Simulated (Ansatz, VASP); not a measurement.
**Two plane-wave programs on WS2**

```xyz
9
Lattice="3.1830 0.0000 0.0000 -1.5915 2.7565 0.0000 0.0000 0.0000 28.5322" Properties=species:S:1:pos:R:3 pbc="T T T"
W     1.5915    0.9188   12.3933
W     1.5915    0.9188   25.2662
W     0.0000    0.0000   18.8109
S     1.5915    0.9188   17.2513
S     0.0000    0.0000   10.8340
S     0.0000    0.0000   23.7059
S     1.5915    0.9188   20.3706
S     0.0000    0.0000   13.9531
S     0.0000    0.0000   26.8256
```

Alike in both runs: task single point; functional PBE; k mesh 10 × 10 × 1; occupations gaussian, width 0.012 eV; no spin polarisation.

```csv
,VASP,Ansatz
version,VASP 6.6.1,Ansatz 0.2.0
potentials or method,"VASP PAW PBE potentials, release 64 (W_sv, S)",Ansatz PAW
plane-wave cutoff (eV),520,420
valence electrons in the cell,78,78
```

|  | VASP | Ansatz | Ansatz less VASP |
| --- | --- | --- | --- |
| gap on the k mesh at the Fermi level (eV) | 1.48 | 1.47 | -0.013 |
| least direct gap on the mesh (eV) | 2.11 | 2.11 | -0.003 |
| rms of the force components (eV/Å) | 0.108 | 0.107 | -0.0013 |

Atom by atom the forces differ by 0.001 eV/Å (rms over components).

Spin-orbit coupling is off throughout.
